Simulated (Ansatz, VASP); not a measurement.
## Two plane-wave programs on Se

The input INCAR:

```
ALGO = Normal
EDIFF = 1E-6
EDIFFG = -0.005
ENCUT = 600
GGA = PS
IBRION = 2
ISIF = 3
ISMEAR = 0
LASPH = True
LCHARG = False
LREAL = False
LWAVE = False
NELM = 100
NSW = 100
PREC = Accurate
SIGMA = 0.02
```

The input KPOINTS:

```
k-points
0
Gamma
  12 12 8
```

POSCAR

```
Se
1.0
    4.0415168391      0.0000000000      0.0000000000
   -2.0207584196      3.5000562524      0.0000000000
    0.0000000000      0.0000000000      5.1178959585
Se
3
Direct
    0.2486416704      0.0000000000      0.3333333333
    0.0000000000      0.2486416704      0.6666666667
    0.7513583296      0.7513583296      0.0000000000
```

Input for Ansatz:

```yaml
crystal:
  lattice:
    - [4.0415168391, 0.0, 0.0]
    - [-2.0207584196, 3.5000562524, 0.0]
    - [0.0, 0.0, 5.1178959585]
  atoms:
    - { symbol: Se, position: [0.2486416704, 0.0, 0.3333333333] }
    - { symbol: Se, position: [0.0, 0.2486416704, 0.6666666667] }
    - { symbol: Se, position: [0.7513583296, 0.7513583296, 0.0] }
basis:
  ecutwfc: 420
kpoints:
  mp_grid: { grid: [12, 12, 8] }
hamiltonian:
  xc: pbesol
scf:
  occupations: { method: gaussian, width: 0.02 }
output:
  forces: true
  stress: true
  eigenvalues: true
relax:
  adjacent_minimum: "off"
  f_tol: 0.005
  max_steps: 80
  cell: { stress_tol: 0.05 }
```

Alike in both runs: task relaxation of cell and atoms; functional PBEsol; k mesh 12 × 12 × 8; occupations gaussian, width 0.02 eV; no spin polarisation.

|  | VASP | Ansatz |
| --- | --- | --- |
| version | VASP 6.6.1 | Ansatz 0.2.0 |
| potentials or method | VASP PAW PBE potentials, release 64 (Se), cutoff 600 eV | scalar-relativistic, plane waves, PAW |
| valence electrons in the cell | 18 | 48 |

VASP gave:

| Item | Value |
| --- | --- |
| gap on the k mesh at the Fermi level, each at its own relaxed structure (eV) | 0.43 |
| relaxed volume (Å³/atom) | 24.14 |
| relaxed cell length with the largest relative difference (Å) | 5.126 |

Task: What did Ansatz give for the same quantities?

Result: gap on the k mesh at the Fermi level, each at its own relaxed structure (eV): 0.46; relaxed volume (Å³/atom): 24.13; relaxed cell length with the largest relative difference (Å): 5.118.

VASP's potentials were made for PBE, not for PBEsol. VASP's potentials hold 18 valence electrons a cell and Ansatz's 48, so a difference there can come from the potentials and not from the codes.
